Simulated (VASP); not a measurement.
**ZnS: single point with PBE**

Crystal: ZnS.

```xyz
2
Lattice="0.0000 3.1223 2.0295 3.1223 0.0000 2.0295 3.1223 3.1223 0.0000" Properties=species:S:1:pos:R:3 pbc="T T T"
Zn    0.0000    0.0000    0.0000
S     4.6834    4.6834    3.0442
```

This cell differs from its parent crystal: ratio of the length along z to the lengths across it x 0.65, volume and fractional coordinates fixed.

```
Program                : VASP 6.6.1
Task                   : single point
Functional             : PBE
Potentials or basis    : VASP PAW PBE potentials, release 64 (Zn, S)
Cutoff                 : 520 eV
k mesh                 : 10 × 10 × 10
Occupations            : gaussian, width 0.05 eV
Spin                   : no spin polarisation
Dipole correction      : no
Further INCAR settings : ALGO = Normal; EDIFF = 1e-07; NBANDS = 16
```

* Pressure: -2.9 GPa
* Band gap on the k mesh: 0.94 eV, indirect (least direct gap 1.03 eV)

Stress tensor (GPa, compression positive):
```
-6.36  0.00  0.00
 0.00 -6.36  0.00
 0.00  0.00  3.95
```

Levels at points of the mesh, in eV from the valence-band top:
```csv
k point,band 6,band 7,band 8,band 9,band 10,band 11,band 12,band 13
"(0.00, 0.00, 0.00)",-6.32,-0.92,-0.92,0.00,1.03,7.19,7.30,7.30
"(0.50, 0.00, 0.00)",-6.20,-5.11,-2.00,-0.84,1.68,5.16,7.63,9.00
"(0.50, 0.50, 0.00)",-5.78,-3.71,-3.71,-2.92,0.94,2.96,10.94,10.94
"(0.50, 0.00, 0.50)",-6.30,-5.39,-1.53,-1.05,3.99,5.59,8.31,8.86
```

It took 38 s on 1 thread of Intel(R) Xeon(R) 6975P-C (Granite Rapids) (shared host), peak memory 0.2 GiB.

 A k mesh can miss the band edges.
